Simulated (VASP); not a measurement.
A run of VASP 6.6.1:

INCAR

```
PREC = Accurate ; ENCUT = 520
EDIFF = 1E-7 ; ISMEAR = -1
SIGMA = 0.05 ; LREAL = F
LASPH = T ; NELM = 80
ALGO = Normal ; ISIF = 2
LWAVE = F ; LCHARG = F
GGA = PS ; NBANDS = 18
```

File KPOINTS:

```
regular mesh
0
Gamma
  8 8 8
```

Contents of POSCAR:

```
ZnAu
1.0
    3.1258785582      0.0000000000      0.0000000000
    0.0000000000      3.1258785582      0.0000000000
    0.0000000000      0.0000000000      3.1258785582
Au Zn
1 1
Direct
    0.0000000000      0.0000000000      0.0000000000
    0.5000000000      0.5000000000      0.5000000000
```

Potentials or basis: VASP PAW PBE potentials, release 64 (Au, Zn).

Launch:

```bash
$ cat potpaw_PBE.64/Au/POTCAR potpaw_PBE.64/Zn/POTCAR > POTCAR
$ mpirun -np 1 vasp_std > vasp.out
```

Hardware: 1 thread of Intel(R) Xeon(R) 6975P-C (Granite Rapids) (shared host).

Problem. Estimate the wall time of this run.

Solution. Run time: 5.5 s on 1 thread of Intel(R) Xeon(R) 6975P-C (Granite Rapids), on a shared host, peak memory 0.15 GiB. Counts: scf iterations 13, k points 35.
